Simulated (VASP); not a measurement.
# MnS (Fm-3m) in VASP: further runs, part 3 of 3

VASP 6.6.1. The steps go on from the part before.

**6. Single point, LDA, collinear spin, ferromagnetic start**

This run uses another cell than the first one, of 13.87 Å³/atom, 0.785 times its volume.

Input file INCAR:

```
SYSTEM = MnS
ALGO = Normal
EDIFF = 1E-7
ENCUT = 520
ISIF = 2
ISMEAR = -1
ISPIN = 2
LASPH = .True.
LCHARG = .False.
LMAXMIX = 4
LORBIT = 11
LREAL = .False.
LWAVE = .False.
MAGMOM = 4 0
NBANDS = 20
NELM = 150
PREC = Accurate
SIGMA = 0.05
```

Input file KPOINTS:

```
k-points
0
Gamma
  9 9 9
  0 0 0
```

Input file POSCAR:

```
MnS
1.0
    0.0000000000      2.4024224380      2.4024224380
    2.4024224380      0.0000000000      2.4024224380
    2.4024224380      2.4024224380      0.0000000000
Mn S
1 1
Direct
    0.0000000000      0.0000000000      0.0000000000
    0.5000000000      0.5000000000      0.5000000000
```

Potentials or basis: VASP PAW LDA potentials, release 64 (Mn_pv, S).

Run with:

```console
$ cat potpaw_LDA.64/Mn_pv/POTCAR potpaw_LDA.64/S/POTCAR > POTCAR
$ mpirun -np 1 vasp_std > vasp.out
```

OUTCAR:

```text
SYSTEM = MnS
   EDIFF = 1E-7
   ENCUT = 520
   ISIF = 2
   ISMEAR = -1
   ISPIN = 2
   LASPH = .True.
   LORBIT = 11
   LREAL = .False.
   NELM = 150
   PREC = Accurate

 ion  position               nearest neighbor table
   1  0.000  0.000  0.000-   2 2.40   2 2.40   2 2.40   2 2.40   2 2.40   2 2.40
   2  0.500  0.500  0.500-   1 2.40   1 2.40   1 2.40   1 2.40   1 2.40   1 2.40

  LATTYP: Found a face centered cubic cell.
 ALAT       =     4.8048448760

  Lattice vectors:

 A1 = (   0.0000000000,   2.4024224380,   2.4024224380)
 A2 = (   2.4024224380,   0.0000000000,   2.4024224380)
 A3 = (   2.4024224380,   2.4024224380,   0.0000000000)

Analysis of symmetry for initial positions (statically):
=====================================================================
 Subroutine PRICEL returns:
 Original cell was already a primitive cell.

 Routine SETGRP: Setting up the symmetry group for a
 face centered cubic supercell.

 Subroutine GETGRP returns: Found 48 space group operations
 (whereof 48 operations were pure point group operations)
 out of a pool of 48 trial point group operations.

The static configuration has the point symmetry O_h .

Analysis of symmetry for dynamics (positions and initial velocities):
=====================================================================
 Subroutine PRICEL returns:
 Original cell was already a primitive cell.

 Routine SETGRP: Setting up the symmetry group for a
 face centered cubic supercell.

 Subroutine GETGRP returns: Found 48 space group operations
 (whereof 48 operations were pure point group operations)
 out of a pool of 48 trial point group operations.

The dynamic configuration has the point symmetry O_h .

Analysis of structural, dynamic, and magnetic symmetry:
=====================================================================
 Subroutine PRICEL returns:
 Original cell was already a primitive cell.

[... 149 lines left out ...]
  ext. energy  EPLUGINS =         0.00000000
  ---------------------------------------------------
  free energy    TOTEN  =       -15.37680769 eV

  energy without entropy =      -15.36501881  energy(sigma->0) =      -15.37091325

 E-fermi :   9.2040     XC(G=0): -12.2049

 val. band max:        9.1132754437   @ k =  -0.2222   0.1111   0.0000
 cond. band min:       9.2108716216   @ k =  -0.1111   0.1111   0.0000
 fundamental gap:      0.0975961779
 Fermi energy:         9.2040265561

 spin component 1

 k-point     1 :       0.0000    0.0000    0.0000
  band No.  band energies     occupation
      1     -40.2149      1.00000
      2     -40.2149      1.00000
      3     -40.2149      1.00000
      4      -6.9584      1.00000
      5       6.1535      1.00000
      6       6.1535      1.00000
[... 541 lines left out ...]
     19      25.7878      0.00000
     20      25.7878      0.00000

 [... further k-points ...]

 spin component 2

 k-point     1 :       0.0000    0.0000    0.0000
  band No.  band energies     occupation
      1     -37.0288      1.00000
      2     -37.0288      1.00000
      3     -37.0288      1.00000
      4      -6.6809      1.00000
      5       7.4755      1.00000
      6       7.4755      1.00000
[... 541 lines left out ...]
     19      26.2365      0.00000
     20      26.2365      0.00000

 [... further k-points ...]

------------------------ aborting loop because EDIFF is reached ----------------------------------------

  FORCE on cell =-STRESS in cart. coord.  units (eV):
  Direction    XX          YY          ZZ          XY          YZ          ZX
  --------------------------------------------------------------------------------------
  -------------------------------------------------------------------------------------
  Total       -0.1848078     -0.1848078     -0.1848078     -0.0000000      0.0000000     -0.0000000
  in kB      -10.6770876    -10.6770876    -10.6770876     -0.0000000      0.0000000     -0.0000000
  external PRESSURE =     -10.6770876 kB  Pullay stress =       0.0000000 kB

 VOLUME and BASIS-vectors are now :
 -----------------------------------------------------------------------------
  energy-cutoff  :      520.00
  volume of cell :       27.73
      direct lattice vectors                 reciprocal lattice vectors
     0.000000000  2.402422438  2.402422438    -0.208123264  0.208123264  0.208123264
     2.402422438  0.000000000  2.402422438     0.208123264 -0.208123264  0.208123264
     2.402422438  2.402422438  0.000000000     0.208123264  0.208123264 -0.208123264

 POSITION                                       TOTAL-FORCE (eV/Angst)
 -----------------------------------------------------------------------------------
      0.00000      0.00000      0.00000         0.000000      0.000000      0.000000
      2.40242      2.40242      2.40242        -0.000000     -0.000000     -0.000000
 -----------------------------------------------------------------------------------
    total drift:                               -0.000000      0.000000      0.000000

  FREE ENERGIE OF THE ION-ELECTRON SYSTEM (eV)
  ---------------------------------------------------
  free  energy   TOTEN  =       -15.3768076940 eV

  energy  without entropy=      -15.3650188086  energy(sigma->0) =      -15.37091325

 total charge

# of ion       s       p       d       tot
------------------------------------------
    1        0.271   6.244   5.141  11.657
    2        1.324   2.411   0.000   3.735
--------------------------------------------------
tot          1.595   8.655   5.141  15.392

 magnetization (x)

# of ion       s       p       d       tot
------------------------------------------
    1        0.050   0.035   3.199   3.285
    2        0.021   0.035   0.000   0.056
--------------------------------------------------
tot          0.071   0.070   3.199   3.340
```

OSZICAR:

```text
N       E                     dE             d eps       ncg     rms          rms(c)
DAV:   1     0.162161063782E+03    0.16216E+03   -0.99795E+03  2800   0.104E+03
DAV:   2    -0.859201951128E+01   -0.17075E+03   -0.16135E+03  2940   0.306E+02
DAV:   3    -0.164722645238E+02   -0.78802E+01   -0.77804E+01  3264   0.702E+01
DAV:   4    -0.165552543594E+02   -0.82990E-01   -0.82943E-01  3108   0.735E+00
DAV:   5    -0.165562800675E+02   -0.10257E-02   -0.10257E-02  3220   0.849E-01    0.150E+01
DAV:   6    -0.158019225212E+02    0.75436E+00   -0.56116E+00  3060   0.320E+01    0.111E+01
DAV:   7    -0.153958429753E+02    0.40608E+00   -0.13058E+00  3060   0.175E+01    0.621E+00
DAV:   8    -0.153794990241E+02    0.16344E-01   -0.35200E-02  3144   0.183E+00    0.333E+00
DAV:   9    -0.153760422680E+02    0.34568E-02   -0.84215E-03  3904   0.902E-01    0.554E-01
DAV:  10    -0.153767290080E+02   -0.68674E-03   -0.36393E-03  3048   0.621E-01    0.253E-01
DAV:  11    -0.153768024577E+02   -0.73450E-04   -0.35268E-04  3536   0.179E-01    0.114E-01
DAV:  12    -0.153768033780E+02   -0.92034E-06   -0.13398E-04  3508   0.746E-02    0.612E-02
DAV:  13    -0.153768073303E+02   -0.39523E-05   -0.35332E-05  3224   0.701E-02    0.317E-02
DAV:  14    -0.153768076916E+02   -0.36124E-06   -0.54700E-06  3148   0.134E-02    0.534E-03
DAV:  15    -0.153768076940E+02   -0.24725E-08   -0.13171E-07  2136   0.429E-03
   1 F= -.15376808E+02 E0= -.15370913E+02  d E =-.117889E-01  mag=     3.5513
```

It took 38 s on 1 thread of Intel Xeon Platinum 8488C (Sapphire Rapids), shared host; peak memory 0.16 GiB.

What came out:

```yaml
Free_energy: -15.3768 eV
Pressure: -1.1 GPa
Net_moment: 3.55 μB per cell
Site_moments: Mn +3.29; S +0.06 μB
Valence_electrons_inside_the_program's_atomic_spheres: Mn 11.66; S 3.73
```

Levels at points of the mesh, in eV from the Fermi level:
Spin up:
```tsv
k point	band 7	band 8	band 9	band 10	band 11	band 12	band 13	band 14	band 15	band 16
(0.00, 0.00, 0.00)	-3.05	-2.93	-2.93	-1.95	-1.95	-1.95	4.07	9.52	9.52	9.52
```
Spin down:
| k point | band 4 | band 5 | band 6 | band 7 | band 8 | band 9 | band 10 | band 11 | band 12 | band 13 |
| --- | --- | --- | --- | --- | --- | --- | --- | --- | --- | --- |
| (0.00, 0.00, 0.00) | -15.88 | -1.73 | -1.73 | -1.73 | -0.67 | -0.67 | -0.67 | -0.54 | -0.54 | 4.63 |

Caveat: a cell with one magnetic atom can't hold antiferromagnetic order, which such compounds often take; semilocal functionals often make such compounds metallic where correlation or magnetic order opens a gap, which also shifts bond lengths.

**7. Overview**

| level | potentials or basis | fixed moment (μB) | cell | k mesh | gap on the mesh (eV) | pressure (GPa) | moment (μB) |
| --- | --- | --- | --- | --- | --- | --- | --- |
| PBE | VASP PAW PBE potentials, release 64 (Mn_pv, S) | 8.0 | a = 3.683 Å, angles 60.0°, 2 atoms | 7 × 7 × 7 | - | 39.3 | 8.00 |
| LDA | VASP PAW LDA potentials, release 64 (Mn_pv, S) | - | a = 3.683 Å, angles 60.0°, 2 atoms | 7 × 7 × 7 | none | -12.0 | 4.54 |
| PBE | VASP PAW PBE potentials, release 64 (Mn_pv, S) | - | a = 3.683 Å, angles 60.0°, 2 atoms | 7 × 7 × 7 | none | -3.2 | 4.69 |
| r2SCAN | VASP PAW PBE potentials, release 64 (Mn_pv, S) | - | a = 3.683 Å, angles 60.0°, 2 atoms | 7 × 7 × 7 | none | 0.3 | 4.97 |
| LDA | VASP PAW LDA potentials, release 64 (Mn_pv, S) | - | a = 3.398 Å, angles 60.0°, 2 atoms | 9 × 9 × 9 | none | -1.1 | 3.55 |

Alike in all rows: task single point; spin collinear, ferromagnetic start; cutoff (eV) 520; smearing fermi-dirac 0.05 eV.

Caveats: a cell with one magnetic atom can't hold antiferromagnetic order, which such compounds often take; semilocal functionals often make such compounds metallic where correlation or magnetic order opens a gap, which also shifts bond lengths (some runs); the total moment is fixed, so each spin has its own Fermi level (some runs); the PAW data sets were made with another functional, which shifts forces and pressure a little (some runs).

Total energies depend on the potentials used, so only differences within one code and one set of settings carry meaning.
